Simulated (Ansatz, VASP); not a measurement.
# One calculation of Na3S2, two programs

```
Na S
1.0
     4.71547    0.00000    0.00000
    -2.35773    4.08372    0.00000
     0.00000    0.00000    6.03879
Na S
3 2
Direct
  0.00000 0.00000 0.00000
  0.33333 0.66667 0.68939
  0.66667 0.33333 0.31061
  0.33333 0.66667 0.21803
  0.66667 0.33333 0.78197
```

Alike in both runs: functional PBE; k mesh 12 × 12 × 6; occupations gaussian, width 0.1 eV; no spin polarisation.

Ansatz relaxed the structure, and its values are those at the end. VASP's run is a single point on that final structure, the one shown.

```csv
,VASP,Ansatz
version,VASP 6.6.1,Ansatz 0.2.0
potentials or method,"VASP PAW PBE potentials, release 64 (Na_pv, S), cutoff 520 eV","scalar-relativistic, plane waves, PAW"
valence electrons in the cell,33,39
```

```csv
,VASP,Ansatz,Ansatz less VASP
gap on the k mesh at the Fermi level (eV),none,none,-
pressure (GPa),0.0,0.0,-0.01
```

A gap of «none» marks a metal or a gap that the smearing closes. VASP's potentials hold 33 valence electrons a cell and Ansatz's 39, so a difference there can come from the potentials and not from the codes.
